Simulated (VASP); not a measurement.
Write the native input for VASP 6.6.1 that does the following.

```yaml
Task: single point
Functional: PBE
Potentials_or_basis: VASP PAW PBE potentials, release 64 (Hg, Se)
Cutoff: 520 eV
k_mesh: 6 × 6 × 4
Occupations: gaussian, width 0.1 eV
Spin: no spin polarisation
Dipole_correction: no
Further_INCAR_settings: ALGO = Normal; EDIFF = 1e-06; NBANDS = 22
```

The structure of Hg2Se lies in POSCAR:

```
Hg2Se
1.0
    4.1039351400      0.0000000000      0.0000000000
   -2.0519675700      3.5541120900      0.0000000000
    0.0000000000      0.0000000000      6.2176927900
Hg Se
2 1
Direct
    0.6666666700      0.3333333300      0.2449961800
    0.3333333300      0.6666666700      0.7550038200
    0.0000000000      0.0000000000      0.5000000000
```

These files were run (other wordings do the same):

INCAR

```
PREC = Accurate ; ENCUT = 520
EDIFF = 1E-6 ; ISMEAR = 0
SIGMA = 0.1 ; LREAL = False
LASPH = True ; NELM = 60
ALGO = Normal ; ISIF = 2
LWAVE = False ; LCHARG = True
GGA = PE ; LELF = True
LVHAR = True ; NBANDS = 22
```

KPOINTS

```
Automatic mesh
0
Gamma
  6 6 4
```

Potentials or basis: VASP PAW PBE potentials, release 64 (Hg, Se).

The run is started by

```console
$ cat potpaw_PBE.64/Hg/POTCAR potpaw_PBE.64/Se/POTCAR > POTCAR
$ mpirun -np 1 vasp_std > vasp.out
```

It gave:

- Pressure: 0.2 GPa
- Largest force: 0.484 eV/Å
- Band gap on the k mesh: zero (band 15 reaches 1.64 eV, above the bottom of band 16 at 0.40 eV)

Caveat: spin-orbit coupling is left out, which moves the levels of the heavy elements.

It took 34 s on 1 thread of Intel Xeon 6975P-C, with other jobs on the host, peak memory 0.23 GiB.
